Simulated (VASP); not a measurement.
# Cd3Te2Se (P6_3mc) in VASP: notebook

Cd3Te2Se is run at these levels: PBE; tasks: single point.

All numbers are computed with VASP 6.6.1; they aren't measurements. Logs are shortened: lines on timing, memory, paths and dates and some standing lists are left out, and cuts for length are marked.

## 1. The cell of the first run

It takes space group P6_3mc (No. 186, hexagonal). Conventional cell: a = 4.580 Å, b = 4.580 Å, c = 22.484 Å, α = 90.00°, β = 90.00°, γ = 120.00°. Cd (site symmetry 3m) has 1 Se at 2.69 Å and 3 Te at 2.84 Å within 3.5 Å. Within 3.7 Å of Cd (site symmetry 3m) lie 4 Te at 2.84 to 2.86 Å. Within 3.6 Å of Cd (site symmetry 3m) lie 3 Se at 2.75 Å and 1 Te at 2.87 Å. Te (site symmetry 3m) has 4 Cd at 2.84 to 2.86 Å within 3.7 Å. Te (site symmetry 3m) has 4 Cd at 2.84 to 2.87 Å within 3.7 Å. Within 3.5 Å of Se (site symmetry 3m) lie 4 Cd at 2.69 to 2.75 Å.

## 2. Single point, PBE

Contents of INCAR:

```
PREC     = Accurate       # precision mode
ENCUT    = 520            # plane-wave cutoff, eV
EDIFF    = 1E-7           # SCF threshold, eV
ISMEAR   = 0              # smearing method
SIGMA    = 0.1            # smearing width, eV
LREAL    = F              # projectors in reciprocal space
LASPH    = T              # aspherical terms in the spheres
NELM     = 80             # most SCF steps
ALGO     = Normal         # electronic algorithm
ISIF     = 2              # what is computed and relaxed
LWAVE    = F              # write WAVECAR
LCHARG   = F              # write CHGCAR
GGA      = PE             # functional
NBANDS   = 66             # bands
```

Contents of KPOINTS:

```
regular mesh
0
Gamma
  6 6 1
```

Contents of POSCAR:

```
Cd3Te2Se
1.0
    4.5800622000      0.0000000000      0.0000000000
   -2.2900311000      3.9664502000      0.0000000000
    0.0000000000      0.0000000000     22.4844433000
Cd Te Se
6 4 2
Direct
    0.3333333000      0.6666667000      0.0065410000
    0.3333333000      0.6666667000      0.3335660000
    0.3333333000      0.6666667000      0.6601650000
    0.6666667000      0.3333333000      0.1601650000
    0.6666667000      0.3333333000      0.5065410000
    0.6666667000      0.3333333000      0.8335660000
    0.3333333000      0.6666667000      0.4608050000
    0.3333333000      0.6666667000      0.7879000000
    0.6666667000      0.3333333000      0.2879000000
    0.6666667000      0.3333333000      0.9608050000
    0.3333333000      0.6666667000      0.1260230000
    0.6666667000      0.3333333000      0.6260230000
```

Potentials or basis: VASP PAW PBE potentials, release 64 (Cd, Te, Se).

Started as:

```bash
$ cat potpaw_PBE.64/Cd/POTCAR potpaw_PBE.64/Te/POTCAR potpaw_PBE.64/Se/POTCAR > POTCAR
$ mpirun -np 1 vasp_std > vasp.out
```

OUTCAR:

```text
PREC = Accurate
   ENCUT = 520
   EDIFF = 1E-7
   ISMEAR = 0
   LREAL = F
   LASPH = T
   NELM = 80
   ISIF = 2
   GGA = PE

 ion  position               nearest neighbor table
   1  0.333  0.667  0.007-  11 2.69  10 2.84  10 2.84  10 2.84
   2  0.333  0.667  0.334-   9 2.84   9 2.84   9 2.84   7 2.86
   3  0.333  0.667  0.660-  12 2.75  12 2.75  12 2.75   8 2.87
   4  0.667  0.333  0.160-  11 2.75  11 2.75  11 2.75   9 2.87
   5  0.667  0.333  0.507-  12 2.69   7 2.84   7 2.84   7 2.84
   6  0.667  0.333  0.834-   8 2.84   8 2.84   8 2.84  10 2.86
   7  0.333  0.667  0.461-   5 2.84   5 2.84   5 2.84   2 2.86
   8  0.333  0.667  0.788-   6 2.84   6 2.84   6 2.84   3 2.87
   9  0.667  0.333  0.288-   2 2.84   2 2.84   2 2.84   4 2.87
  10  0.667  0.333  0.961-   1 2.84   1 2.84   1 2.84   6 2.86
  11  0.333  0.667  0.126-   1 2.69   4 2.75   4 2.75   4 2.75
  12  0.667  0.333  0.626-   5 2.69   3 2.75   3 2.75   3 2.75

  LATTYP: Found a hexagonal cell.
 ALAT       =     4.5800622000
 C/A-ratio  =     4.9092004253

  Lattice vectors:

 A1 = (   4.5800622000,   0.0000000000,   0.0000000000)
 A2 = (  -2.2900311000,   3.9664502000,   0.0000000000)
 A3 = (   0.0000000000,   0.0000000000,  22.4844433000)

Analysis of symmetry for initial positions (statically):
=====================================================================
 Subroutine PRICEL returns:
 Original cell was already a primitive cell.

 Routine SETGRP: Setting up the symmetry group for a
 hexagonal supercell.

 Subroutine GETGRP returns: Found 12 space group operations
 (whereof  6 operations were pure point group operations)
 out of a pool of 24 trial point group operations.

The static configuration has the point symmetry C_3v.
 The point group associated with its full space group is C_6v.

Analysis of symmetry for dynamics (positions and initial velocities):
=====================================================================
 Subroutine PRICEL returns:
 Original cell was already a primitive cell.

 Routine SETGRP: Setting up the symmetry group for a
 hexagonal supercell.

 Subroutine GETGRP returns: Found 12 space group operations
 (whereof  6 operations were pure point group operations)
 out of a pool of 24 trial point group operations.

The dynamic configuration has the point symmetry C_3v.
 The point group associated with its full space group is C_6v.

 Subroutine INISYM returns: Found 12 space group operations
 (whereof  6 operations are pure point group operations),
 and found     1 'primitive' translations

----------------------------------------------------------------------------------------

                                     Primitive cell

  volume of cell :     408.4656

  direct lattice vectors                    reciprocal lattice vectors
     4.580062200  0.000000000  0.000000000     0.218337646  0.126057299  0.000000000
    -2.290031100  3.966450200  0.000000000     0.000000000  0.252114599  0.000000000
     0.000000000  0.000000000 22.484443300     0.000000000  0.000000000  0.044475195

  length of vectors
     4.580062200  4.580062186 22.484443300     0.252114598  0.252114599  0.044475195

  position of ions in fractional coordinates (direct lattice)
     0.333333300  0.666666700  0.006541000
     0.333333300  0.666666700  0.333566000
     0.333333300  0.666666700  0.660165000
     0.666666700  0.333333300  0.160165000
     0.666666700  0.333333300  0.506541000
     0.666666700  0.333333300  0.833566000
     0.333333300  0.666666700  0.460805000
     0.333333300  0.666666700  0.787900000
     0.666666700  0.333333300  0.287900000
     0.666666700  0.333333300  0.960805000
     0.333333300  0.666666700  0.126023000
     0.666666700  0.333333300  0.626023000

  ion indices of the primitive-cell ions
   primitive index   ion index
                 1           1
                 2           2
                 3           3
                 4           4
                 5           5
                 6           6
                 7           7
                 8           8
                 9           9
                10          10
                11          11
                12          12

----------------------------------------------------------------------------------------

 KPOINTS: regular mesh

Automatic generation of k-mesh.
 Grid dimensions read from file:
 generate k-points for:    6    6    1

 Generating k-lattice:

  Cartesian coordinates                     Fractional coordinates (reciprocal lattice)
     0.036389608  0.021009550  0.000000000     0.166666667  0.000000000  0.000000000
     0.000000000  0.042019100  0.000000000     0.000000000  0.166666667  0.000000000
     0.000000000  0.000000000  0.044475195     0.000000000  0.000000000  1.000000000

  Length of vectors
     0.042019100  0.042019100  0.044475195

  Shift w.r.t. Gamma in fractional coordinates (k-lattice)
     0.000000000  0.000000000  0.000000000

 Subroutine IBZKPT returns following result:
 ===========================================

 Found      7 irreducible k-points:

 Following reciprocal coordinates:
            Coordinates               Weight
  0.000000  0.000000  0.000000      1.000000
  0.166667  0.000000  0.000000      6.000000
  0.333333 -0.000000  0.000000      6.000000
  0.500000 -0.000000  0.000000      3.000000
  0.166667  0.166667  0.000000      6.000000
  0.333333  0.166667  0.000000     12.000000
  0.333333  0.333333  0.000000      2.000000
   k-points           NKPTS =      7   k-points in BZ     NKDIM =      7   number of bands    NBANDS=     66
   number of dos      NEDOS =    301   number of ions     NIONS =     12
   total plane-waves  NPLWV = 217728
   dimension x,y,z NGX =    36 NGY =   36 NGZ =  168
   dimension x,y,z NGXF=    72 NGYF=   72 NGZF=  336
   ions per type =               6   4   2
   NGX,Y,Z   is equivalent  to a cutoff of  13.07, 13.07, 12.42 a.u.
   NGXF,Y,Z  is equivalent  to a cutoff of  26.13, 26.13, 24.84 a.u.
 SYSTEM =  unknown system
   PREC   = accura    normal or accurate (medium, high low for compatibility)
   ISTART =      0    job   : 0-new  1-cont  2-samecut
   ICHARG =      2    charge: 1-file 2-atom 10-const
   ISPIN  =      1    spin polarized calculation?
   LNONCOLLINEAR =      F non collinear calculations
   LSORBIT =      F    spin-orbit coupling
   LASPH  =      T    aspherical Exc in radial PAW
   ENCUT  =  520.0 eV  38.22 Ry    6.18 a.u.   8.52  8.52 41.81*2*pi/ulx,y,z
   NELM   =     80;   NELMIN=  2; NELMDL= -5     # of ELM steps
   EDIFF  = 0.1E-06   stopping-criterion for ELM
   LREAL  =      F    real-space projection
   EDIFFG = 0.1E-05   stopping-criterion for IOM
   NSW    =      0    number of steps for IOM
   IBRION =     -1    ionic relax: 0-MD 1-quasi-New 2-CG
   NFREE  =      0    steps in history (QN), initial steepest desc. (CG)
   ISIF   =      2    stress and relaxation
   ISYM   =      2    0-nonsym 1-usesym 2-fastsym
   POTIM  = 0.5000    time-step for ionic-motion
   TEBEG  =    0.0;   TEEND  =   0.0 temperature during run
   PSTRESS=    0.0 pullay stress
   NELECT =     108.0000    total number of electrons
   NUPDOWN=      -1.0000    fix difference up-down
   EMIN   =  10.00;   EMAX   =-10.00  energy-range for DOS
   EFERMI =   0.00;   METHOD = LEGACY
   ISMEAR =     0;   SIGMA  =   0.10  broadening in eV -4-tet -1-fermi 0-gaus
   EFERMI_NEDOS =   21; number of points for ismear=-14 and -15
   IALGO  =     38    algorithm
   IMIX   =      4    mixing-type and parameters
     AMIX     =   0.40;   BMIX     =  1.00
     AMIX_MAG =   1.60;   BMIX_MAG =  1.00
  volume/ion in A,a.u.               =      34.04       229.71
  Fermi-wavevector in a.u.,A,eV,Ry     =   1.050746  1.985621 15.021734  1.104066
  Thomas-Fermi vector in A             =   2.185761
   LORBIT       =      0    0 simple, 1 ext, 2 COOP (PROOUT), +10 PAW based schemes
   GGA     = PE    functional components
   LHFCALC =     F    Hartree Fock is set to
   AEXX    =    0.0000 exact exchange contribution
   IVDW    =     0    specifies the selected vdW correction
   LEPSILON=     F    determine dielectric tensor
   LRPA    =     F    only Hartree local field effects (RPA)
 non-spin polarized calculation
 Gauss-broadening in eV      SIGMA  =   0.10
  energy-cutoff  :      520.00
  volume of cell :      408.47
 maximum number of plane-waves:     11105
 NGX is ok and might be reduce to    36
   NGX = 17   NGY = 17   NGZ = 83

 number of electron     108.0000025 magnetization

 Free energy of the ion-electron system (eV)
  ---------------------------------------------------
  ext. energy  EPLUGINS =         0.00000000
  ---------------------------------------------------
  free energy    TOTEN  =       -30.01769924 eV

  energy without entropy =      -30.01683931  energy(sigma->0) =      -30.01726928

 E-fermi :   1.7222     XC(G=0):  -8.4056

 val. band max:        1.5815104869   @ k =   0.0000   0.0000   0.0000
 cond. band min:       1.8392488303   @ k =   0.0000   0.0000   0.0000
 fundamental gap:      0.2577383434
 Fermi energy:         1.7221565597

 k-point     1 :       0.0000    0.0000    0.0000
  band No.  band energies     occupation
      1     -10.8387      2.00000
      2     -10.8380      2.00000
      3      -9.2594      2.00000
      4      -9.2543      2.00000
      5      -9.0847      2.00000
      6      -9.0822      2.00000
[... 58 lines left out ...]
     65       6.5136      0.00000
     66       6.6242      0.00000

 k-point     2 :       0.1667    0.0000    0.0000
  band No.  band energies     occupation
      1     -10.7964      2.00000
      2     -10.7959      2.00000
      3      -9.1844      2.00000
      4      -9.1822      2.00000
      5      -9.0326      2.00000
      6      -9.0326      2.00000
[... 403 lines left out ...]
     65       6.9123      0.00000
     66       7.2387      0.00000

------------------------ aborting loop because EDIFF is reached ----------------------------------------

  FORCE on cell =-STRESS in cart. coord.  units (eV):
  Direction    XX          YY          ZZ          XY          YZ          ZX
  --------------------------------------------------------------------------------------
  -------------------------------------------------------------------------------------
  Total        0.3845129      0.3845128      0.3601843      0.0000000      0.0000000     -0.0000000
  in kB        1.5082243      1.5082242      1.4127971      0.0000000      0.0000000     -0.0000000
  external PRESSURE =       1.4764152 kB  Pullay stress =       0.0000000 kB

 VOLUME and BASIS-vectors are now :
 -----------------------------------------------------------------------------
  energy-cutoff  :      520.00
  volume of cell :      408.47
      direct lattice vectors                 reciprocal lattice vectors
     4.580062200  0.000000000  0.000000000     0.218337646  0.126057299  0.000000000
    -2.290031100  3.966450200  0.000000000     0.000000000  0.252114599  0.000000000
     0.000000000  0.000000000 22.484443300     0.000000000  0.000000000  0.044475195

 POSITION                                       TOTAL-FORCE (eV/Angst)
 -----------------------------------------------------------------------------------
     -0.00000      2.64430      0.14707         0.000000     -0.000000     -0.010536
     -0.00000      2.64430      7.50005         0.000000     -0.000000      0.002428
     -0.00000      2.64430     14.84344        -0.000000      0.000000      0.007345
      2.29003      1.32215      3.60122         0.000000     -0.000000      0.007345
      2.29003      1.32215     11.38929         0.000000      0.000000     -0.010536
      2.29003      1.32215     18.74227        -0.000000      0.000000      0.002428
     -0.00000      2.64430     10.36094        -0.000000     -0.000000     -0.004784
     -0.00000      2.64430     17.71549         0.000000     -0.000000     -0.002386
      2.29003      1.32215      6.47327        -0.000000      0.000000     -0.002386
      2.29003      1.32215     21.60317         0.000000      0.000000     -0.004784
     -0.00000      2.64430      2.83356        -0.000000      0.000000      0.007934
      2.29003      1.32215     14.07578        -0.000000      0.000000      0.007934
 -----------------------------------------------------------------------------------
    total drift:                               -0.000396      0.000228      0.000664

  FREE ENERGIE OF THE ION-ELECTRON SYSTEM (eV)
  ---------------------------------------------------
  free  energy   TOTEN  =       -30.0176992440 eV

  energy  without entropy=      -30.0168393136  energy(sigma->0) =      -30.01726928
```

Wall time 9.6 min (1 thread of Intel Xeon 8259CL, shared host); peak memory 0.58 GiB.

Results:

- Free energy: -30.0177 eV
- Pressure: 0.1 GPa
- Largest force: 0.011 eV/Å
- Band gap on the k mesh: 0.26 eV

Forces on the atoms (eV/Å):
```
Cd   0.000  0.000 -0.011
Cd   0.000  0.000  0.002
Cd   0.000  0.000  0.007
Cd   0.000  0.000  0.007
Cd   0.000  0.000 -0.011
Cd   0.000  0.000  0.002
Te   0.000  0.000 -0.005
Te   0.000  0.000 -0.002
Te   0.000  0.000 -0.002
Te   0.000  0.000 -0.005
Se   0.000  0.000  0.008
Se   0.000  0.000  0.008
```

Levels at points of the mesh, in eV from the valence-band top:
```csv
k point,band 50,band 51,band 52,band 53,band 54,band 55,band 56,band 57,band 58,band 59
"(0.00, 0.00, 0.00)",-0.25,-0.08,-0.08,0.00,0.00,0.26,1.17,1.74,1.96,1.99
"(0.50, 0.00, 0.00)",-1.29,-1.17,-1.08,-0.91,-0.75,1.98,2.21,2.43,2.60,2.61
```

Caveat: spin-orbit coupling is left out, which moves the levels of the heavy elements.

## 3. Single point, PBE

Contents of INCAR:

```
  ALGO = Normal
  EDIFF = 1E-6
  ENCUT = 520
  GGA = PE
  ISIF = 2
  ISMEAR = 0
  LASPH = True
  LCHARG = True
  LELF = True
  LREAL = False
  LVHAR = True
  LWAVE = False
  NBANDS = 66
  NELM = 60
  PREC = Accurate
  SIGMA = 0.2
```

Contents of KPOINTS:

```
k-points
0
Gamma
  6 6 1
```

Contents of POSCAR:

```
Cd3Te2Se
1.0
    4.5800621907      0.0000000000      0.0000000000
   -2.2900310953      3.9664502081      0.0000000000
    0.0000000000      0.0000000000     22.4844433000
Cd Te Se
6 4 2
Direct
    0.3333333333      0.6666666667      0.0065410000
    0.3333333333      0.6666666667      0.3335660000
    0.3333333333      0.6666666667      0.6601650000
    0.6666666667      0.3333333333      0.1601650000
    0.6666666667      0.3333333333      0.5065410000
    0.6666666667      0.3333333333      0.8335660000
    0.3333333333      0.6666666667      0.4608050000
    0.3333333333      0.6666666667      0.7879000000
    0.6666666667      0.3333333333      0.2879000000
    0.6666666667      0.3333333333      0.9608050000
    0.3333333333      0.6666666667      0.1260230000
    0.6666666667      0.3333333333      0.6260230000
```

Potentials or basis: VASP PAW PBE potentials, release 64 (Cd, Te, Se).

Started as:

```bash
$ cat potpaw_PBE.64/Cd/POTCAR potpaw_PBE.64/Te/POTCAR potpaw_PBE.64/Se/POTCAR > POTCAR
$ mpirun -np 1 vasp_std > vasp.out
```

Wall time 8.9 min (1 thread of Intel Xeon 8259CL, shared host); peak memory 0.57 GiB.

The run converged. Its results:

- Free energy: -30.0200 eV
- Pressure: 0.2 GPa
- Largest force: 0.009 eV/Å
- Band gap on the k mesh: 0.27 eV

Forces in eV/Å, atoms in the order of the input:
```
Cd   0.000  0.000 -0.002
Cd   0.000  0.000  0.004
Cd   0.000  0.000 -0.001
Cd   0.000  0.000 -0.001
Cd   0.000  0.000 -0.002
Cd   0.000  0.000  0.004
Te   0.000  0.000 -0.009
Te   0.000  0.000  0.000
Te   0.000  0.000  0.000
Te   0.000  0.000 -0.009
Se   0.000  0.000  0.008
Se   0.000  0.000  0.008
```

Levels at points of the mesh, in eV from the valence-band top:
| k point | band 52 | band 53 | band 54 | band 55 | band 56 | band 57 |
| --- | --- | --- | --- | --- | --- | --- |
| (0.00, 0.00, 0.00) | -0.08 | 0.00 | 0.00 | 0.27 | 1.18 | 1.74 |
| (0.50, 0.00, 0.00) | -1.08 | -0.91 | -0.75 | 1.98 | 2.21 | 2.44 |

Caveat: spin-orbit coupling is left out, which moves the levels of the heavy elements.
